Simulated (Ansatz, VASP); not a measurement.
**B4As3N in VASP and in Ansatz**

Contents of POSCAR:

```
B4As3N
1.0
    3.2162138955      0.0000000000      0.0000000000
    0.0000000000      6.4352532121      0.0000000000
    0.0000000000      0.0000000000      4.4808361368
N B As
1 4 3
Direct
    0.0000000000      0.0000000000      0.0197455240
    0.5000000000      0.0000000000      0.8144476521
    0.0000000000      0.7965119452      0.2230970238
    0.5000000000      0.5000000000      0.7239226834
    0.0000000000      0.2034880548      0.2230970238
    0.5000000000      0.7688850663      0.5009152993
    0.0000000000      0.5000000000     -0.0061405057
    0.5000000000      0.2311149337      0.5009152993
```

The input INCAR.step1:

```
ALGO = Normal
EDIFF = 1E-5
ENCUT = 520
GGA = PE
ISIF = 2
ISMEAR = 0
LASPH = True
LREAL = False
LWAVE = True
NBANDS = 26
NELM = 100
PREC = Accurate
SIGMA = 0.01
```

The input INCAR.step2:

```
ALGO = Normal
EDIFF = 1E-7
ENCUT = 520
GGA = PE
HFSCREEN = 0.2079
ISIF = 2
ISMEAR = 0
ISTART = 1
LASPH = True
LCHARG = True
LELF = True
LHFCALC = True
LREAL = False
LVHAR = True
LWAVE = False
NBANDS = 26
NELM = 100
PREC = Accurate
PRECFOCK = Fast
SIGMA = 0.01
```

File KPOINTS:

```
k-points
0
Gamma
  4 2 4
```

Input for Ansatz:

```yaml
crystal:
  lattice:
    - [3.2162138955, 0.0, 0.0]
    - [0.0, 6.4352532121, 0.0]
    - [0.0, 0.0, 4.4808361368]
  atoms:
    - { symbol: "N", position: [0.0, 0.0, 0.019745524] }
    - { symbol: B, position: [0.5, 0.0, 0.8144476521] }
    - { symbol: As, position: [0.5, 0.7688850663, 0.5009152993] }
    - { symbol: B, position: [0.0, 0.7965119452, 0.2230970238] }
    - { symbol: As, position: [0.0, 0.5, -0.0061405057] }
    - { symbol: B, position: [0.5, 0.5, 0.7239226834] }
    - { symbol: As, position: [0.5, 0.2311149337, 0.5009152993] }
    - { symbol: B, position: [0.0, 0.2034880548, 0.2230970238] }
kpoints:
  mp_grid: { grid: [4, 2, 4] }
  band_path:
    path:
      - [0.0, 0.0, 0.0]
      - [0.5, 0.0, 0.0]
      - [0.5, 0.5, 0.0]
      - [0.0, 0.5, 0.0]
      - [0.0, 0.0, 0.5]
      - [0.5, 0.0, 0.5]
      - [0.5, 0.5, 0.5]
      - [0.0, 0.5, 0.5]
    npoints: 1
hamiltonian:
  xc: hse06
scf:
  occupations: { method: fixed }
  n_extra_bands: 6
output:
  forces: true
  stress: true
  eigenvalues: true
  write_density: true
  write_potential: true
  elf: true
  volumetric_format: npy
```

Alike in both runs: task single point; functional HSE06; k mesh 4 × 2 × 4; no spin polarisation.

```csv
,VASP,Ansatz
version,VASP 6.6.1,Ansatz 0.2.0
potentials or method,"VASP PAW PBE potentials, release 64 (N, B, As)","plane waves, PAW"
plane-wave cutoff (eV),520,420
occupations,"gaussian, width 0.01 eV",fixed
valence electrons in the cell,32,62
```

```tsv
	VASP	Ansatz	Ansatz less VASP
gap on the k mesh at the Fermi level (eV)	0.93	0.92	-0.011
pressure (GPa)	-1.5	-1.5	+0.02
rms of the force components (eV/Å)	0.055	0.054	-0.0006
```

VASP's potentials hold 32 valence electrons a cell and Ansatz's 62, so a difference there can come from the potentials and not from the codes. Ansatz's warnings: stress exchange threshold loose, stress scf threshold loose.

The k mesh is coarse, so the values compare programs but aren't converged.
